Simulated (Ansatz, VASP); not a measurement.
## SnSe5: VASP beside Ansatz

```
Sn Se
1.0
     7.21533    0.00000    0.00000
    -3.60766    6.24865    0.00000
     0.00000    0.00000    3.55028
Sn Se
1 5
Direct
  0.00000 0.00000 0.00000
  0.33333 0.66667 0.00000
  0.66667 0.33333 0.00000
  0.50000 0.00000 0.50000
  0.50000 0.50000 0.50000
  0.00000 0.50000 0.50000
```

Change from the starting cell: species swapped into the LaCo5 type (P6/mmm, No. 191).

Alike in both runs: functional PBE; k mesh 6 × 6 × 10; occupations gaussian, width 0.1 eV; no spin polarisation.

Ansatz relaxed the structure, and its values are those at the end. VASP's run is a single point on that final structure, the one shown.

```csv
,VASP,Ansatz
version,VASP 6.6.1,Ansatz 0.2.0
potentials or method,"VASP PAW PBE potentials, release 64 (Sn_d, Se), cutoff 520 eV","scalar-relativistic, plane waves, PAW"
valence electrons in the cell,44,94
```

```tsv
	VASP	Ansatz	Ansatz less VASP
gap on the k mesh at the Fermi level (eV)	none	none	-
pressure (GPa)	0.0	0.0	-0.02
```

A gap of «none» marks a metal or a gap that the smearing closes. The functional is the same, so the differences come from potentials, cutoffs and numerics. VASP's potentials hold 44 valence electrons a cell and Ansatz's 94, so a difference there can come from the potentials and not from the codes.
